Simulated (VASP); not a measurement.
# GaP (I-4m2) in VASP: further runs

Runs on GaP. Level: PBE. Tasks: electric field gradients.

All numbers are computed with VASP 6.6.1; they aren't measurements. Logs are shortened: lines on timing, memory, paths and dates and some standing lists are left out, and cuts for length are marked.

### 1 The cell of the first run

It takes space group I-4m2 (No. 119, tetragonal). Conventional cell: a = 3.934 Å, b = 3.934 Å, c = 5.232 Å, α = 90.00°, β = 90.00°, γ = 90.00°. Within 3.1 Å of Ga (site symmetry -4m2) lie 4 P at 2.36 Å. Within 3.1 Å of P (site symmetry -4m2) lie 4 Ga at 2.36 Å.

### 2 Electric field gradients, PBE (z stretched by -4 % at fixed volume)

The input, INCAR:

```
  PREC = Accurate
  ENCUT = 520
  EDIFF = 1E-8
  ISMEAR = -1
  SIGMA = 0.05
  LREAL = F
  LASPH = T
  NELM = 60
  ALGO = Normal
  ISIF = 2
  LWAVE = F
  LCHARG = F
  GGA = PE
  LEFG = T
  NBANDS = 16
```

The input, KPOINTS:

```
Automatic mesh
0
Gamma
  10 10 10
```

The input, POSCAR:

```
GaP
1.0
    0.0000000000      2.7814466341      2.6162400000
    2.7814466341      0.0000000000      2.6162400000
    2.7814466341      2.7814466341      0.0000000000
Ga P
1 1
Direct
    0.0000000000      0.0000000000      0.0000000000
    0.7500000000      0.7500000000      0.7500000000
```

Potentials or basis: VASP PAW PBE potentials, release 64 (Ga_d, P).

On the command line:

```sh
$ cat potpaw_PBE.64/Ga_d/POTCAR potpaw_PBE.64/P/POTCAR > POTCAR
$ mpirun -np 1 vasp_std > vasp.out
```

OUTCAR:

```text
PREC = Accurate
   ENCUT = 520
   EDIFF = 1E-8
   ISMEAR = -1
   LREAL = F
   LASPH = T
   NELM = 60
   ISIF = 2
   GGA = PE

 ion  position               nearest neighbor table
   1  0.000  0.000  0.000-   2 2.36   2 2.36   2 2.36   2 2.36
   2  0.750  0.750  0.750-   1 2.36   1 2.36   1 2.36   1 2.36

  LATTYP: Found a body centered tetragonal cell.
 ALAT       =     3.9335595530
 C/A-ratio  =     1.3302150201

  Lattice vectors:

 A1 = (   0.0000000000,  -2.7814466341,  -2.6162400000)
 A2 = (   0.0000000000,   2.7814466341,  -2.6162400000)
 A3 = (   2.7814466341,   0.0000000000,   2.6162400000)

Analysis of symmetry for initial positions (statically):
=====================================================================
 Subroutine PRICEL returns:
 Original cell was already a primitive cell.

 Routine SETGRP: Setting up the symmetry group for a
 body centered tetragonal supercell.

 Subroutine GETGRP returns: Found  8 space group operations
 (whereof  8 operations were pure point group operations)
 out of a pool of 16 trial point group operations.

The static configuration has the point symmetry D_2d.

Analysis of symmetry for dynamics (positions and initial velocities):
=====================================================================
 Subroutine PRICEL returns:
 Original cell was already a primitive cell.

 Routine SETGRP: Setting up the symmetry group for a
 body centered tetragonal supercell.

 Subroutine GETGRP returns: Found  8 space group operations
 (whereof  8 operations were pure point group operations)
 out of a pool of 16 trial point group operations.

The dynamic configuration has the point symmetry D_2d.

 Subroutine INISYM returns: Found  8 space group operations
 (whereof  8 operations are pure point group operations),
 and found     1 'primitive' translations

----------------------------------------------------------------------------------------

                                     Primitive cell

  volume of cell :      40.4808

  direct lattice vectors                    reciprocal lattice vectors
     0.000000000  2.781446634  2.616240000    -0.179762572  0.179762572  0.191113965
     2.781446634  0.000000000  2.616240000     0.179762572 -0.179762572  0.191113965
     2.781446634  2.781446634  0.000000000     0.179762572  0.179762572 -0.191113965

  length of vectors
     3.818528135  3.818528135  3.933559553     0.318046714  0.318046714  0.318046714

  position of ions in fractional coordinates (direct lattice)
     0.000000000  0.000000000  0.000000000
     0.750000000  0.750000000  0.750000000

  ion indices of the primitive-cell ions
   primitive index   ion index
                 1           1
                 2           2

----------------------------------------------------------------------------------------

 KPOINTS: Automatic mesh

Automatic generation of k-mesh.
 Grid dimensions read from file:
 generate k-points for:   10   10   10

 Generating k-lattice:

  Cartesian coordinates                     Fractional coordinates (reciprocal lattice)
    -0.017976257  0.017976257  0.019111397     0.100000000  0.000000000  0.000000000
     0.017976257 -0.017976257  0.019111397     0.000000000  0.100000000  0.000000000
     0.017976257  0.017976257 -0.019111397    -0.000000000 -0.000000000  0.100000000

  Length of vectors
     0.031804671  0.031804671  0.031804671

  Shift w.r.t. Gamma in fractional coordinates (k-lattice)
     0.000000000  0.000000000  0.000000000

 Subroutine IBZKPT returns following result:
 ===========================================

 Found    102 irreducible k-points:

 Following reciprocal coordinates:
            Coordinates               Weight
  0.000000  0.000000  0.000000      1.000000
  0.100000 -0.000000  0.000000      8.000000
  0.200000 -0.000000  0.000000      8.000000
  0.300000  0.000000  0.000000      8.000000
  0.400000  0.000000  0.000000      8.000000
  0.500000  0.000000  0.000000      4.000000
[... 16 lines left out ...]
  0.300000  0.300000  0.000000      2.000000
  0.400000  0.300000  0.000000      8.000000
 [... further k-points ...]
   k-points           NKPTS =    102   k-points in BZ     NKDIM =    102   number of bands    NBANDS=     16
   number of dos      NEDOS =    301   number of ions     NIONS =      2
   total plane-waves  NPLWV =  23520
   dimension x,y,z NGX =    28 NGY =   28 NGZ =   30
   dimension x,y,z NGXF=    56 NGYF=   56 NGZF=   60
   ions per type =               1   1
   NGX,Y,Z   is equivalent  to a cutoff of  12.19, 12.19, 12.68 a.u.
   NGXF,Y,Z  is equivalent  to a cutoff of  24.38, 24.38, 25.36 a.u.
 SYSTEM =  unknown system
   PREC   = accura    normal or accurate (medium, high low for compatibility)
   ISTART =      0    job   : 0-new  1-cont  2-samecut
   ICHARG =      2    charge: 1-file 2-atom 10-const
   ISPIN  =      1    spin polarized calculation?
   LNONCOLLINEAR =      F non collinear calculations
   LSORBIT =      F    spin-orbit coupling
   LASPH  =      T    aspherical Exc in radial PAW
   ENCUT  =  520.0 eV  38.22 Ry    6.18 a.u.   7.10  7.10  7.31*2*pi/ulx,y,z
   NELM   =     60;   NELMIN=  2; NELMDL= -5     # of ELM steps
   EDIFF  = 0.1E-07   stopping-criterion for ELM
   LREAL  =      F    real-space projection
   EDIFFG = 0.1E-06   stopping-criterion for IOM
   NSW    =      0    number of steps for IOM
   IBRION =     -1    ionic relax: 0-MD 1-quasi-New 2-CG
   NFREE  =      0    steps in history (QN), initial steepest desc. (CG)
   ISIF   =      2    stress and relaxation
   ISYM   =      2    0-nonsym 1-usesym 2-fastsym
   POTIM  = 0.5000    time-step for ionic-motion
   TEBEG  =    0.0;   TEEND  =   0.0 temperature during run
   PSTRESS=    0.0 pullay stress
   NELECT =      18.0000    total number of electrons
   NUPDOWN=      -1.0000    fix difference up-down
   EMIN   =  10.00;   EMAX   =-10.00  energy-range for DOS
   EFERMI =   0.00;   METHOD = LEGACY
   ISMEAR =    -1;   SIGMA  =   0.05  broadening in eV -4-tet -1-fermi 0-gaus
   EFERMI_NEDOS =   21; number of points for ismear=-14 and -15
   IALGO  =     38    algorithm
   IMIX   =      4    mixing-type and parameters
     AMIX     =   0.40;   BMIX     =  1.00
     AMIX_MAG =   1.60;   BMIX_MAG =  1.00
  volume/ion in A,a.u.               =      20.24       136.59
  Fermi-wavevector in a.u.,A,eV,Ry     =   1.249538  2.361284 21.243377  1.561344
  Thomas-Fermi vector in A             =   2.383574
   LORBIT       =      0    0 simple, 1 ext, 2 COOP (PROOUT), +10 PAW based schemes
   GGA     = PE    functional components
   LHFCALC =     F    Hartree Fock is set to
   AEXX    =    0.0000 exact exchange contribution
   IVDW    =     0    specifies the selected vdW correction
   LEPSILON=     F    determine dielectric tensor
   LRPA    =     F    only Hartree local field effects (RPA)
 non-spin polarized calculation
  energy-cutoff  :      520.00
  volume of cell :       40.48
 maximum number of plane-waves:      1110
   NGX = 15   NGY = 15   NGZ = 15

 number of electron      18.0000001 magnetization

 Free energy of the ion-electron system (eV)
  ---------------------------------------------------
  ext. energy  EPLUGINS =         0.00000000
  ---------------------------------------------------
  free energy    TOTEN  =        -9.09670577 eV

  energy without entropy =       -9.09670566  energy(sigma->0) =       -9.09670571

 E-fermi :   5.3589     XC(G=0):  -9.8378

 val. band max:        4.8578304506   @ k =   0.0000   0.0000   0.0000
 cond. band min:       5.8923110853   @ k =   0.4000   0.4000   0.0000
 fundamental gap:      1.0344806347
 Fermi energy:         5.3589135259

 k-point     1 :       0.0000    0.0000    0.0000
  band No.  band energies     occupation
      1      -9.9067      2.00000
      2      -9.9067      2.00000
      3      -9.8887      2.00000
      4      -9.8083      2.00000
      5      -9.7973      2.00000
      6      -7.8319      2.00000
[... 8 lines left out ...]
     15      13.9010      0.00000
     16      14.9061      0.00000

 k-point     2 :       0.1000   -0.0000    0.0000
  band No.  band energies     occupation
      1      -9.9125      2.00000
      2      -9.9035      2.00000
      3      -9.8889      2.00000
      4      -9.8086      2.00000
      5      -9.7970      2.00000
      6      -7.7018      2.00000
[... 8 lines left out ...]
     15      13.9833      0.00000
     16      14.4172      0.00000

 k-point     3 :       0.2000   -0.0000    0.0000
  band No.  band energies     occupation
      1      -9.9324      2.00000
      2      -9.8959      2.00000
      3      -9.8839      2.00000
      4      -9.8089      2.00000
      5      -9.7953      2.00000
      6      -7.3245      2.00000
[... 8 lines left out ...]
     15      13.6824      0.00000
     16      14.9278      0.00000

 k-point     4 :       0.3000    0.0000    0.0000
  band No.  band energies     occupation
      1      -9.9566      2.00000
      2      -9.8881      2.00000
      3      -9.8770      2.00000
      4      -9.8080      2.00000
      5      -9.7916      2.00000
      6      -6.7471      2.00000
[... 8 lines left out ...]
     15      13.9690      0.00000
     16      14.6642      0.00000

 k-point     5 :       0.4000    0.0000    0.0000
  band No.  band energies     occupation
      1      -9.9751      2.00000
      2      -9.8833      2.00000
      3      -9.8724      2.00000
      4      -9.8058      2.00000
      5      -9.7871      2.00000
      6      -6.1023      2.00000
[... 8 lines left out ...]
     15      15.2953      0.00000
     16      15.3837      0.00000

 k-point     6 :       0.5000    0.0000    0.0000
  band No.  band energies     occupation
      1      -9.9819      2.00000
      2      -9.8818      2.00000
      3      -9.8710      2.00000
      4      -9.8046      2.00000
      5      -9.7849      2.00000
      6      -5.7647      2.00000
[... 8 lines left out ...]
     15      16.0199      0.00000
     16      16.6329      0.00000
[... 267 lines left out ...]
 k-point    21 :      -0.3000    0.2000    0.0000
  band No.  band energies     occupation
      1      -9.9762      2.00000
      2      -9.8729      2.00000
      3      -9.8681      2.00000
      4      -9.8089      2.00000
      5      -9.7935      2.00000
      6      -5.9712      2.00000
[... 8 lines left out ...]
     15      15.1679      0.00000
     16      17.3766      0.00000

 k-point    22 :      -0.2000    0.2000    0.0000
  band No.  band energies     occupation
      1      -9.9622      2.00000
      2      -9.8825      2.00000
      3      -9.8704      2.00000
      4      -9.8058      2.00000
      5      -9.7976      2.00000
      6      -6.5863      2.00000
[... 8 lines left out ...]
     15      15.6070      0.00000
     16      16.6704      0.00000

 k-point    23 :       0.3000    0.3000    0.0000
  band No.  band energies     occupation
      1      -9.9805      2.00000
      2      -9.8630      2.00000
      3      -9.8630      2.00000
      4      -9.8341      2.00000
      5      -9.7796      2.00000
      6      -6.2743      2.00000
[... 8 lines left out ...]
     15      15.4077      0.00000
     16      18.7327      0.00000

 k-point    24 :       0.4000    0.3000    0.0000
  band No.  band energies     occupation
      1      -9.9942      2.00000
      2      -9.8559      2.00000
      3      -9.8547      2.00000
      4      -9.8375      2.00000
      5      -9.7766      2.00000
      6      -5.7348      2.00000
[... 8 lines left out ...]
     15      16.2702      0.00000
     16      18.6367      0.00000

 [... further k-points ...]
[... 5 lines left out ...]
  --------------------------------------------------------------------------------------
  -------------------------------------------------------------------------------------
  Total        0.2691278      0.2691278      1.2767926      0.0000000      0.0000000      0.0000000
  in kB       10.6517290     10.6517290     50.5337921      0.0000000      0.0000000      0.0000000
  external PRESSURE =      23.9457500 kB  Pullay stress =       0.0000000 kB

 VOLUME and BASIS-vectors are now :
 -----------------------------------------------------------------------------
  energy-cutoff  :      520.00
  volume of cell :       40.48
      direct lattice vectors                 reciprocal lattice vectors
     0.000000000  2.781446634  2.616240000    -0.179762572  0.179762572  0.191113965
     2.781446634  0.000000000  2.616240000     0.179762572 -0.179762572  0.191113965
     2.781446634  2.781446634  0.000000000     0.179762572  0.179762572 -0.191113965

 POSITION                                       TOTAL-FORCE (eV/Angst)
 -----------------------------------------------------------------------------------
      0.00000      0.00000      0.00000        -0.000000     -0.000000     -0.000000
      4.17217      4.17217      3.92436         0.000000      0.000000      0.000000
 -----------------------------------------------------------------------------------
    total drift:                               -0.000003     -0.000003     -0.000014

  FREE ENERGIE OF THE ION-ELECTRON SYSTEM (eV)
  ---------------------------------------------------
  free  energy   TOTEN  =        -9.0967057726 eV

  energy  without entropy=       -9.0967056566  energy(sigma->0) =       -9.09670571

 Electric field gradients (V/A^2)
---------------------------------------------------------------------
 ion       V_xx      V_yy      V_zz      V_xy      V_xz      V_yz
---------------------------------------------------------------------
   1      -5.533    -5.533    11.067    -0.004     0.002     0.002
   2       3.316     3.316    -6.632    -0.000     0.000     0.000
---------------------------------------------------------------------

 Electric field gradients after diagonalization (V/A^2)
 (convention: |V_zz| > |V_xx| > |V_yy|)
----------------------------------------------------------------------
 ion       V_xx      V_yy      V_zz     asymmetry (V_yy - V_xx)/ V_zz
----------------------------------------------------------------------
   1      -5.538    -5.529    11.067       0.001
   2       3.316     3.316    -6.632       0.000
----------------------------------------------------------------------

           NMR quadrupolar parameters

 Cq : quadrupolar parameter    Cq=e*Q*V_zz/h
 eta: asymmetry parameters     (V_yy - V_xx)/ V_zz
 Q  : nuclear electric quadrupole moment in mb (millibarn)
----------------------------------------------------------------------
 ion       Cq(MHz)       eta       Q (mb)
----------------------------------------------------------------------
   1       0.027       0.001       1.000
   2      -0.016       0.000       1.000
----------------------------------------------------------------------
```

Run time: 52 s. Hardware: 1 thread of Intel Xeon Platinum 8375C at 2.90GHz (Ice Lake), shared host; peak memory 0.2 GiB.

Results:

```
Free energy            : -9.0967 eV
Pressure               : 2.4 GPa
Band gap on the k mesh : 1.03 eV, indirect (least direct gap 1.59 eV)
```

Stress tensor (GPa, compression positive):
```
1.07 0.00 0.00
0.00 1.07 0.00
0.00 0.00 5.05
```

Electric field gradients, principal values (V/Å²):
```tsv
atom	least	middle	greatest (by size)
1 Ga	-5.529	-5.538	11.067
2 P	3.316	3.316	-6.632
```

Caveat: without QUAD_EFG the Cq values of the log hold for a quadrupole moment of 1 mb, not for the nuclei.

(Continued in part 2 of 2.)
